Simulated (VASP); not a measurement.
Write the native input for VASP 6.6.1 that does the following.

| Item | Value |
| --- | --- |
| Task | single point |
| Functional | LDA |
| Potentials or basis | VASP PAW LDA potentials, release 64 (Co, Si) |
| Cutoff | 520 eV |
| k mesh | 11 × 11 × 11 |
| Occupations | fermi-dirac, width 0.05 eV |
| Spin | collinear spin, ferromagnetic start |
| Starting moments | [0.75, 0.0, 0.0] μB |
| Fixed moment | 0.75 μB |
| Dipole correction | no |
| Further INCAR settings | ALGO = Normal; EDIFF = 1e-06; NBANDS = 20 |

The structure of CoSi2 lies in POSCAR:

```
CoSi2
1.0
    0.0000000000      2.6780000000      2.6780000000
    2.6780000000      0.0000000000      2.6780000000
    2.6780000000      2.6780000000      0.0000000000
Co Si
1 2
Direct
    0.0000000000      0.0000000000      0.0000000000
    0.2500000000      0.2500000000      0.2500000000
    0.7500000000      0.7500000000      0.7500000000
```

One way to write it, as run:

INCAR

```
PREC = Accurate ; ENCUT = 520
EDIFF = 1E-6 ; ISMEAR = -1
SIGMA = 0.05 ; LREAL = False
LASPH = True ; NELM = 150
ALGO = Normal ; ISIF = 2
LWAVE = False ; LCHARG = True
ISPIN = 2 ; MAGMOM = 0.75 0 0
LORBIT = 11 ; NUPDOWN = 0.75
LMAXMIX = 4 ; GGA = CA
LELF = True ; LVHAR = True
NBANDS = 20
```

KPOINTS

```
Automatic mesh
0
Gamma
  11 11 11
```

Potentials or basis: VASP PAW LDA potentials, release 64 (Co, Si).

Command:

```console
$ cat potpaw_LDA.64/Co/POTCAR potpaw_LDA.64/Si/POTCAR > POTCAR
$ mpirun -np 1 vasp_std > vasp.out
```

It gave:

| Property | Result |
| --- | --- |
| Pressure | -6.3 GPa |
| Net moment | 0.75 μB per cell |
| Site moments | Co +0.45; Si +0.06 μB |
| Valence electrons inside the program's atomic spheres | Co 8.87; Si 1.61 |

Caveat: the cell stands under tension; the total moment is fixed, so each spin has its own Fermi level.

Run time: 2.2 min on 1 thread of Intel Xeon 8259CL (shared host), peak memory 0.19 GiB.
